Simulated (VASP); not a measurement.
Set up this calculation in VASP 6.6.1, as the native input.

* Task: single point
* Functional: r2SCAN
* Potentials or basis: VASP PAW PBE potentials, release 64 (Sn_d, Mg)
* Cutoff: 660 eV
* k mesh: 6 × 6 × 6
* Occupations: fermi-dirac, width 0.02 eV
* Spin: no spin polarisation
* Dipole correction: no
* Further INCAR settings: ALGO = Normal; EDIFF = 1e-06; NBANDS = 16

Mg2Sn:

```
Sn Mg
1.0
     0.00000    3.31094    3.31094
     3.31094    0.00000    3.31094
     3.31094    3.31094    0.00000
Sn Mg
1 2
Direct
  0.00000 0.00000 0.00000
  0.25000 0.25000 0.25000
  0.75000 0.75000 0.75000
```

This cell differs from its parent crystal: volume changed by -6%.

The input as run:

POSCAR

```
Mg2Sn
1.0
    0.0000000000      3.3109376512      3.3109376512
    3.3109376512      0.0000000000      3.3109376512
    3.3109376512      3.3109376512      0.0000000000
Sn Mg
1 2
Direct
    0.0000000000      0.0000000000      0.0000000000
    0.2500000000      0.2500000000      0.2500000000
    0.7500000000      0.7500000000      0.7500000000
```

INCAR.step1

```
PREC = Accurate ; ENCUT = 660
ISMEAR = -1 ; SIGMA = 0.02
LREAL = False ; LASPH = True
NELM = 120 ; NBANDS = 16
GGA = PE ; ALGO = Normal
EDIFF = 1E-5 ; LWAVE = True
LCHARG = False ; GGA_COMPAT = False
```

INCAR.step2

```
PREC = Accurate ; ENCUT = 660
EDIFF = 1E-6 ; ISMEAR = -1
SIGMA = 0.02 ; LREAL = False
LASPH = True ; NELM = 120
ALGO = Normal ; ISIF = 2
LWAVE = False ; LCHARG = True
METAGGA = R2SCAN ; LMIXTAU = True
LELF = True ; LVHAR = True
NBANDS = 16 ; ISTART = 1
GGA_COMPAT = False
```

KPOINTS

```
regular mesh
0
Gamma
  6 6 6
```

Potentials or basis: VASP PAW PBE potentials, release 64 (Sn_d, Mg).

The run is started by

```console
$ cat potpaw_PBE.64/Sn_d/POTCAR potpaw_PBE.64/Mg/POTCAR > POTCAR
$ cp INCAR.step1 INCAR
$ mpirun -np 1 vasp_std > vasp.out
$ cp INCAR.step2 INCAR
$ mpirun -np 1 vasp_std > vasp.out
```

Results of the run:

The pressure is 3.0 GPa and the band gap on the k mesh is 0.28 eV, indirect (least direct gap 2.29 eV).

Caveat: the PAW data sets were made with another functional, which shifts forces and pressure a little; spin-orbit coupling is left out, which moves the levels of the heavy elements.

It took 70 s on 1 thread of AMD EPYC 9R45 96-Core Processor (Zen 5) (shared host), peak memory 0.24 GiB.
